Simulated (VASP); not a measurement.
# CuW2 (C2/m) in VASP: a series of runs, part 2 of 2

VASP 6.6.1. Earlier steps stand in the parts before.

## 3. Single point, PBE

Contents of INCAR:

```
  PREC = Accurate
  ENCUT = 520
  EDIFF = 1E-6
  ISMEAR = 0
  SIGMA = 0.1
  LREAL = F
  LASPH = T
  NELM = 100
  ALGO = Normal
  ISIF = 2
  LWAVE = F
  LCHARG = F
  GGA = PE
  NBANDS = 26
```

Contents of KPOINTS:

```
regular mesh
0
Gamma
  6 6 4
```

Contents of POSCAR:

```
CuW2
1.0
    2.9682061721     -1.7132602431      0.0000000000
    2.9682061721      1.7132602431      0.0000000000
   -1.9571141423      0.0000000000      5.5101337625
Cu W
1 2
Direct
    0.0000000000      0.0000000000      0.0000000000
    0.7380000000      0.7380000000      0.2310000000
    0.2620000000      0.2620000000      0.7690000000
```

Potentials or basis: VASP PAW PBE potentials, release 64 (Cu, W_sv).

The run is started by

```
> cat potpaw_PBE.64/Cu/POTCAR potpaw_PBE.64/W_sv/POTCAR > POTCAR
> mpirun -np 1 vasp_std > vasp.out
```

OUTCAR:

```text
PREC = Accurate
   ENCUT = 520
   EDIFF = 1E-6
   ISMEAR = 0
   LREAL = F
   LASPH = T
   NELM = 100
   ISIF = 2
   GGA = PE

 ion  position               nearest neighbor table
   1  0.000  0.000  0.000-   2 2.34   2 2.34   3 2.34   3 2.34   2 2.38   3 2.38
   2  0.738  0.738  0.231-   1 2.34   1 2.34   1 2.38   3 3.19   3 3.24   3 3.24
   3  0.262  0.262  0.769-   1 2.34   1 2.34   1 2.38   2 3.19   2 3.24   2 3.24

  LATTYP: Found a base centered monoclinic cell.
 ALAT       =     5.9364123442
 B/A-ratio  =     0.5772039218
 C/A-ratio  =     0.9850025761
 COS(beta)  =    -0.3346992424

  Lattice vectors:

 A1 = (   2.9682061721,  -1.7132602431,   0.0000000000)
 A2 = (   2.9682061721,   1.7132602431,   0.0000000000)
 A3 = (  -1.9571141423,   0.0000000000,   5.5101337625)

Analysis of symmetry for initial positions (statically):
=====================================================================
 Subroutine PRICEL returns:
 Original cell was already a primitive cell.

 Routine SETGRP: Setting up the symmetry group for a
 base centered monoclinic supercell.

 Subroutine GETGRP returns: Found  4 space group operations
 (whereof  4 operations were pure point group operations)
 out of a pool of  4 trial point group operations.

The static configuration has the point symmetry C_2h.

Analysis of symmetry for dynamics (positions and initial velocities):
=====================================================================
 Subroutine PRICEL returns:
 Original cell was already a primitive cell.

 Routine SETGRP: Setting up the symmetry group for a
 base centered monoclinic supercell.

 Subroutine GETGRP returns: Found  4 space group operations
 (whereof  4 operations were pure point group operations)
[... 112 lines left out ...]
   POTIM  = 0.5000    time-step for ionic-motion
   TEBEG  =    0.0;   TEEND  =   0.0 temperature during run
   PSTRESS=    0.0 pullay stress
   NELECT =      39.0000    total number of electrons
   NUPDOWN=      -1.0000    fix difference up-down
   EMIN   =  10.00;   EMAX   =-10.00  energy-range for DOS
   EFERMI =   0.00;   METHOD = LEGACY
   ISMEAR =     0;   SIGMA  =   0.10  broadening in eV -4-tet -1-fermi 0-gaus
   EFERMI_NEDOS =   21; number of points for ismear=-14 and -15
   IALGO  =     38    algorithm
   IMIX   =      4    mixing-type and parameters
     AMIX     =   0.40;   BMIX     =  1.00
     AMIX_MAG =   1.60;   BMIX_MAG =  1.00
  volume/ion in A,a.u.               =      18.68       126.06
  Fermi-wavevector in a.u.,A,eV,Ry     =   1.450752  2.741524 28.635930  2.104681
  Thomas-Fermi vector in A             =   2.568328
   LORBIT       =      0    0 simple, 1 ext, 2 COOP (PROOUT), +10 PAW based schemes
   GGA     = PE    functional components
   LHFCALC =     F    Hartree Fock is set to
   AEXX    =    0.0000 exact exchange contribution
   IVDW    =     0    specifies the selected vdW correction
   LEPSILON=     F    determine dielectric tensor
   LRPA    =     F    only Hartree local field effects (RPA)
 non-spin polarized calculation
 Gauss-broadening in eV      SIGMA  =   0.10
  energy-cutoff  :      520.00
  volume of cell :       56.04
 maximum number of plane-waves:      1524
 NGX is ok and might be reduce to    28
   NGX = 13   NGY = 13   NGZ = 21

 number of electron      39.0000006 magnetization

 Free energy of the ion-electron system (eV)
  ---------------------------------------------------
  ext. energy  EPLUGINS =         0.00000000
  ---------------------------------------------------
  free energy    TOTEN  =       -23.44862141 eV

  energy without entropy =      -23.43055952  energy(sigma->0) =      -23.43959046

 E-fermi :   7.0838     XC(G=0): -11.8504

 val. band max:        7.0609572132   @ k =  -0.1667   0.1667   0.5000
 cond. band min:       7.0971980497   @ k =   0.5000   0.3333   0.0000
 fundamental gap:      0.0362408365
 Fermi energy:         7.0838101533

 k-point     1 :       0.0000    0.0000    0.0000
  band No.  band energies     occupation
      1     -67.2940      2.00000
      2     -67.2817      2.00000
      3     -31.5332      2.00000
      4     -31.3914      2.00000
      5     -31.3896      2.00000
      6     -31.3456      2.00000
[... 685 lines left out ...]
     25      10.0399      0.00000
     26      13.3888      0.00000

 [... further k-points ...]
[... 5 lines left out ...]
  --------------------------------------------------------------------------------------
  -------------------------------------------------------------------------------------
  Total       -0.7839003      0.5311817     -3.6406070      0.0000000      0.0000000      0.9655228
  in kB      -22.4110333     15.1860260   -104.0818112      0.0000000      0.0000000     27.6034632
  external PRESSURE =     -37.1022728 kB  Pullay stress =       0.0000000 kB

 VOLUME and BASIS-vectors are now :
 -----------------------------------------------------------------------------
  energy-cutoff  :      520.00
  volume of cell :       56.04
      direct lattice vectors                 reciprocal lattice vectors
     2.968206172 -1.713260243  0.000000000     0.168451910 -0.291841244  0.059831509
     2.968206172  1.713260243  0.000000000     0.168451910  0.291841244  0.059831509
    -1.957114142  0.000000000  5.510133762     0.000000000  0.000000000  0.181483798

 POSITION                                       TOTAL-FORCE (eV/Angst)
 -----------------------------------------------------------------------------------
      0.00000      0.00000      0.00000         0.000000      0.000000      0.000000
      3.92898      0.00000      1.27284         0.324851      0.000000      2.962456
      0.05032      0.00000      4.23729        -0.324851      0.000000     -2.962456
 -----------------------------------------------------------------------------------
    total drift:                                0.000000     -0.000000     -0.000000

  FREE ENERGIE OF THE ION-ELECTRON SYSTEM (eV)
  ---------------------------------------------------
  free  energy   TOTEN  =       -23.4486214069 eV

  energy  without entropy=      -23.4305595168  energy(sigma->0) =      -23.43959046
```

stdout:

```text
POSCAR found type information on POSCAR CuW
 POSCAR found :  2 types and       3 ions
 scaLAPACK will be used
 LDA part: xc-table for (Slater+PW92), standard interpolation
 POSCAR, INCAR and KPOINTS ok, starting setup
 FFT: planning ... GRIDC
 FFT: planning ... GRID_SOFT
 FFT: planning ... GRID
 WAVECAR not read
 entering main loop
```

It took 62 s on 1 thread of Intel Xeon Platinum 8259CL at 2.50GHz (Skylake/Cascade Lake), shared host; peak memory 0.22 GiB.

What came out:

```
Free energy   : -23.4486 eV
Pressure      : -3.7 GPa
Largest force : 2.980 eV/Å
```

Forces in eV/Å, atoms in the order of the input:
```
Cu   0.000  0.000  0.000
W    0.325  0.000  2.962
W   -0.325  0.000 -2.962
```

Levels at points of the mesh, in eV from the Fermi level:
```csv
k point,band 16,band 17,band 18,band 19,band 20,band 21,band 22,band 23,band 24,band 25
"(0.00, 0.00, 0.00)",-1.45,-1.44,-0.81,0.29,0.31,0.72,1.93,1.98,2.00,2.04
"(0.50, 0.00, 0.00)",-1.67,-1.40,-0.97,-0.93,-0.26,1.27,1.75,2.49,2.52,2.99
"(0.50, 0.50, 0.00)",-1.47,-1.30,-0.95,-0.32,0.51,1.66,1.86,2.40,2.40,2.78
"(0.00, 0.00, 0.50)",-1.49,-1.22,-1.22,0.31,0.57,0.64,1.05,1.23,1.79,2.00
"(0.50, 0.00, 0.50)",-1.47,-1.19,-0.95,-0.34,0.39,1.68,1.89,2.36,2.41,2.72
"(0.50, 0.50, 0.50)",-1.78,-1.38,-0.99,-0.87,-0.22,1.25,1.71,2.48,2.54,3.02
```

Caveat: spin-orbit coupling is left out, which moves the levels of the heavy elements; forces of over 1 eV/Å act on the atoms, so gaps and moduli don't describe the material at rest.
